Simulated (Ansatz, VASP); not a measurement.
# Two plane-wave programs on Mo

INCAR

```
SYSTEM = Mo
  PREC = Accurate
  ENCUT = 520
  EDIFF = 1E-6
  ISMEAR = -1
  SIGMA = 0.1
  LREAL = .FALSE.
  LASPH = .TRUE.
  NELM = 60
  ALGO = Normal
  ISIF = 2
  LWAVE = .FALSE.
  LCHARG = .FALSE.
  GGA = B5
  ALDAX = 1.0
  AGGAX = 1.0
  AGGAC = 1.0
  ALDAC = 0.0
  NBANDS = 13
```

KPOINTS

```
Automatic mesh
0
G
  13 13 12
  0 0 0
```

Contents of POSCAR:

```
Mo
1.0
    2.7355100000      0.0000000000      0.0000000000
   -1.3677600000      2.3690200000      0.0000000000
    0.0000000000      0.0000000000      2.5551800000
Mo
1
Direct
    0.0000000000      0.0000000000      0.5000000000
```

Input for Ansatz:

```yaml
crystal:
  lattice:
    - [2.73551, 0.0, 0.0]
    - [-1.36776, 2.36902, 0.0]
    - [0.0, 0.0, 2.55518]
  atoms:
    - { symbol: Mo, position: [0.0, 0.0, 0.5] }
basis:
  ecutwfc: 470.0
kpoints:
  mp_grid:
    grid: [13, 13, 12]
hamiltonian:
  xc: blyp
scf:
  occupations:
    method: fermi_dirac
output:
  stress: true
```

Alike in both runs: task single point; functional BLYP; k mesh 13 × 13 × 12; no spin polarisation.

```csv
,VASP,Ansatz
version,VASP 6.6.1,Ansatz 0.2.0
potentials or method,"VASP PAW PBE potentials, release 64 (Mo_sv), cutoff 520 eV","plane waves, PAW"
occupations,"fermi-dirac, width 0.1 eV",fermi-dirac
valence electrons in the cell,14,14
```

```csv
,VASP,Ansatz,Ansatz less VASP
pressure (GPa),13.4,12.5,-0.86
"traceless stress, the component that is largest in VASP (GPa)",-4.06,-4.08,-0.023
```

VASP's potentials were made for PBE, not for BLYP.
